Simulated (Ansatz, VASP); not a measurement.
# Two plane-wave programs on C

File INCAR:

```
ALGO = Normal
DIPOL = 0.5 0.5 0.342
EDIFF = 1E-6
ENCUT = 520
GGA = PE
IDIPOL = 3
ISIF = 2
ISMEAR = 0
IVDW = 12
LASPH = True
LCHARG = False
LDIPOL = True
LREAL = False
LWAVE = False
NBANDS = 16
NELM = 60
PREC = Accurate
SIGMA = 0.1
```

KPOINTS

```
k-points
0
Gamma
  15 15 1
```

The input POSCAR:

```
C
1.0
    2.4656524409      0.0000000000      0.0000000000
   -1.2328262205      2.1353176508      0.0000000000
    0.0000000000      0.0000000000     17.5000663883
C
4
Direct
    0.6666666667      0.3333333333      0.2571437784
    0.3333333333      0.6666666667      0.2571418816
    0.6666666667      0.3333333333      0.4274307435
    0.3333333333      0.6666666667      0.4274288467
```

Input for Ansatz:

```yaml
crystal:
  lattice:
    - [2.4656524409, 0.0, 0.0]
    - [-1.2328262205, 2.1353176508, 0.0]
    - [0.0, 0.0, 17.5000663883]
  atoms:
    - { symbol: C, position: [0.6666666667, 0.3333333333, 0.2571437784] }
    - { symbol: C, position: [0.3333333333, 0.6666666667, 0.2571418816] }
    - { symbol: C, position: [0.6666666667, 0.3333333333, 0.4274307435] }
    - { symbol: C, position: [0.3333333333, 0.6666666667, 0.4274288467] }
basis:
  ecutwfc: 420
kpoints:
  mp_grid: { grid: [15, 15, 1] }
hamiltonian:
  xc: pbe
  pseudopotentials: { kind: paw, azcp: { folder: soft_1 } }
  dispersion: d3bj
scf:
  occupations: { method: gaussian, width: 0.1 }
output:
  forces: true
  eigenvalues: true
efield:
  axis: 3
  dipole_correction: true
  ramp_width: 0.04
```

Alike in both runs: task single point; functional PBE; dispersion D3(BJ); k mesh 15 × 15 × 1; occupations gaussian, width 0.1 eV; no spin polarisation.

```csv
,VASP,Ansatz
version,VASP 6.6.1,Ansatz 0.2.0
potentials or method,"VASP PAW PBE potentials, release 64 (C), cutoff 520 eV","scalar-relativistic, plane waves, PAW"
valence electrons in the cell,16,16
```

```tsv
	VASP	Ansatz	Ansatz less VASP
gap on the k mesh at the Fermi level (eV)	0.82	0.82	+0.001
least direct gap on the mesh (eV)	0.82	0.82	+0.001
rms of the force components (eV/Å)	0.172	0.172	-0.0002
```

Atom by atom the forces differ by 0.000 eV/Å (rms over components). Ansatz's warnings: structure snapped to symmetry.
